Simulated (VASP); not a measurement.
Write the native input for VASP 6.6.1 that does the following.

- Task: single point
- Functional: PBE
- Potentials or basis: VASP PAW PBE potentials, release 64 (C, N)
- Cutoff: 520 eV
- k mesh: 8 × 6 × 4
- Occupations: gaussian, width 0.1 eV
- Spin: no spin polarisation
- Dipole correction: no
- Further INCAR settings: ALGO = Normal; EDIFF = 1e-06; NBANDS = 27

The structure of C3N lies in POSCAR:

```
C3N
1.0
    2.4936965430      0.0000000000      0.0000000000
    0.0741796493      3.6872517969      0.0000000000
    0.3397849760      0.5780065634      6.1199205807
C N
6 2
Direct
    0.3711701505      0.7701744986      0.1798142284
    0.9599034677      0.0374298223      0.7274384795
    0.8923355950      0.7256078099      0.8510507739
    0.3792500683      0.4715613089      0.5424827557
    0.3846303316      0.7660015507      0.4064174724
    0.8849484902      0.4303963765      0.6997842732
    0.2562584825      0.0709543551      0.5148333068
    0.8715034142      0.7278742777      0.0781787102
```

These files were run (other wordings do the same):

INCAR

```
SYSTEM = C3N
PREC = Accurate ; ENCUT = 520
EDIFF = 1E-6 ; ISMEAR = 0
SIGMA = 0.1 ; LREAL = .FALSE.
LASPH = .TRUE. ; NELM = 80
ALGO = Normal ; ISIF = 2
LWAVE = .FALSE. ; LCHARG = .FALSE.
GGA = PE ; NBANDS = 27
```

KPOINTS

```
Automatic mesh
0
G
  8 6 4
  0 0 0
```

Potentials or basis: VASP PAW PBE potentials, release 64 (C, N).

Command:

```sh
$ cat potpaw_PBE.64/C/POTCAR potpaw_PBE.64/N/POTCAR > POTCAR
$ mpirun -np 1 vasp_std > vasp.out
```

Results of the run:

| Property | Result |
| --- | --- |
| Pressure | 28.2 GPa |
| Largest force | 8.275 eV/Å |
| Band gap on the k mesh | zero (band 17 reaches 9.51 eV, above the bottom of band 18 at 6.41 eV) |

Caveat: forces of over 1 eV/Å act on the atoms, so gaps and moduli don't describe the material at rest.

Wall time 66 s on 1 thread of Intel(R) Xeon(R) 6975P-C (Granite Rapids), on a shared host, peak memory 0.23 GiB.
